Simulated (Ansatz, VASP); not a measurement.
One calculation of SiO2, two programs

INCAR

```
PREC     = Accurate       # precision mode
ENCUT    = 520            # plane-wave cutoff, eV
EDIFF    = 1E-6           # SCF threshold, eV
ISMEAR   = -1             # smearing method
SIGMA    = 0.05           # smearing width, eV
LREAL    = F              # projectors in reciprocal space
LASPH    = T              # aspherical terms in the spheres
NELM     = 100            # most SCF steps
ALGO     = Normal         # electronic algorithm
ISIF     = 2              # what is computed and relaxed
LWAVE    = F              # write WAVECAR
LCHARG   = F              # write CHGCAR
GGA      = PE             # functional
NBANDS   = 44             # bands
```

The input KPOINTS:

```
regular mesh
0
Gamma
  6 6 6
```

POSCAR

```
SiO2
1.0
   -4.4116001309      4.4116001309      2.5764718290
    4.4116001309     -4.4116001309      2.5764718290
    4.4116001309      4.4116001309     -2.5764718290
Si O
4 8
Direct
    0.8231114200      0.8231114200      0.6462228400
    0.1768885800      0.8231114200      0.0000000000
    0.8231114200      0.1768885800      0.0000000000
    0.1768885800      0.1768885800      0.3537771600
    0.0000000000      0.7914513400      0.7914513400
    0.2085486600      0.0000000000      0.2085486600
    0.7914513400      0.0000000000      0.7914513400
    0.0000000000      0.2085486600      0.2085486600
    0.0000000000      0.0000000000      0.5000000000
    0.5000000000      0.0000000000      0.0000000000
    0.0000000000      0.5000000000      0.0000000000
    0.5000000000      0.5000000000      0.5000000000
```

The input input.yaml:

```yaml
crystal:
  lattice:
    - [-4.4116001309, 4.4116001309, 2.576471829]
    - [4.4116001309, -4.4116001309, 2.576471829]
    - [4.4116001309, 4.4116001309, -2.576471829]
  atoms:
    - { symbol: Si, position: [0.82311142, 0.82311142, 0.64622284] }
    - { symbol: Si, position: [0.17688858, 0.82311142, 0.0] }
    - { symbol: Si, position: [0.82311142, 0.17688858, 0.0] }
    - { symbol: Si, position: [0.17688858, 0.17688858, 0.35377716] }
    - { symbol: O, position: [0.0, 0.79145134, 0.79145134] }
    - { symbol: O, position: [0.20854866, 0.0, 0.20854866] }
    - { symbol: O, position: [0.79145134, 0.0, 0.79145134] }
    - { symbol: O, position: [0.0, 0.20854866, 0.20854866] }
    - { symbol: O, position: [0.0, 0.0, 0.5] }
    - { symbol: O, position: [0.5, 0.0, 0.0] }
    - { symbol: O, position: [0.0, 0.5, 0.0] }
    - { symbol: O, position: [0.5, 0.5, 0.5] }
hamiltonian:
  xc: pbe
  pseudopotentials: { kind: paw }
kpoints:
  mp_grid: { grid: [6, 6, 6] }
scf:
  occupations: { method: fermi_dirac, width: 0.05 }
output:
  forces: true
  stress: true
  eigenvalues: true
  write_density: true
  write_potential: true
  elf: true
  volumetric_format: npy
```

Alike in both runs: task single point; functional PBE; k mesh 6 × 6 × 6; occupations fermi-dirac, width 0.05 eV; no spin polarisation.

```csv
,VASP,Ansatz
version,VASP 6.6.1,Ansatz 0.2.0
potentials or method,"VASP PAW PBE potentials, release 64 (Si, O)",Ansatz PAW
plane-wave cutoff (eV),520,420
valence electrons in the cell,64,64
```

|  | VASP | Ansatz | Ansatz less VASP |
| --- | --- | --- | --- |
| gap on the k mesh at the Fermi level (eV) | 5.56 | 5.56 | +0.005 |
| least direct gap on the mesh (eV) | 5.56 | 5.57 | +0.005 |
| pressure (GPa) | 10.5 | 10.4 | -0.09 |
| traceless stress, the component that is largest in VASP (GPa) | 0.24 | 0.26 | +0.021 |
| rms of the force components (eV/Å) | 0.157 | 0.161 | +0.0043 |

Atom by atom the forces differ by 0.011 eV/Å (rms over components). The functional is the same, so the differences come from potentials, cutoffs and numerics.
